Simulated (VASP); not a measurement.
Input of a VASP 6.6.1 run:

File POSCAR:

```
SnH
1.0
    4.6586374065      0.0000000000      0.0000000000
   -2.3293187033      4.0344983411      0.0000000000
    0.0000000000      0.0000000000     32.3669333360
Sn H
2 2
Direct
    0.3333333333      0.6666666667      0.3217238519
    0.6666666667      0.3333333333      0.2961907276
    0.3333333333      0.6666666667      0.3749236290
    0.6666666667      0.3333333333      0.2429909504
```

File INCAR.step1:

```
SYSTEM = SnH
  PREC = Accurate
  ENCUT = 520
  ISMEAR = -1
  SIGMA = 0.02
  LREAL = .FALSE.
  LASPH = .TRUE.
  NELM = 60
  LDIPOL = .TRUE.
  IDIPOL = 3
  DIPOL = 0.5 0.5 0.309
  NBANDS = 23
  GGA = PE
  ALGO = Normal
  EDIFF = 1E-4
  LWAVE = .TRUE.
  LCHARG = .FALSE.
```

Contents of INCAR.step2:

```
SYSTEM = SnH
  PREC = Accurate
  ENCUT = 520
  EDIFF = 1E-7
  ISMEAR = -1
  SIGMA = 0.02
  LREAL = .FALSE.
  LASPH = .TRUE.
  NELM = 60
  ALGO = Normal
  ISIF = 2
  LWAVE = .FALSE.
  LCHARG = .FALSE.
  LDIPOL = .TRUE.
  IDIPOL = 3
  DIPOL = 0.5 0.5 0.309
  METAGGA = R2SCAN
  LMIXTAU = .TRUE.
  NBANDS = 23
  ISTART = 1
```

The input KPOINTS:

```
regular mesh
0
G
  6 6 1
  0 0 0
```

Potentials or basis: VASP PAW PBE potentials, release 64 (Sn_d, H).

Run with:

```console
$ cat potpaw_PBE.64/Sn_d/POTCAR potpaw_PBE.64/H/POTCAR > POTCAR
$ cp INCAR.step1 INCAR
$ mpirun -np 1 vasp_std > vasp.out
$ cp INCAR.step2 INCAR
$ mpirun -np 1 vasp_std > vasp.out
```

Task: What does it give for the largest force?

Result: 0.007 eV/Å.

Task: Estimate the band gap on the k mesh.

Result: 0.82 eV, direct.

Forces in eV/Å, atoms in the order of the input:
```
Sn   0.000  0.000  0.006
Sn   0.000  0.000 -0.006
H    0.000  0.000 -0.007
H    0.000  0.000  0.007
```

Caveat: the PAW data sets were made with another functional, which shifts forces and pressure a little; spin-orbit coupling is left out, which moves the levels of the heavy elements.
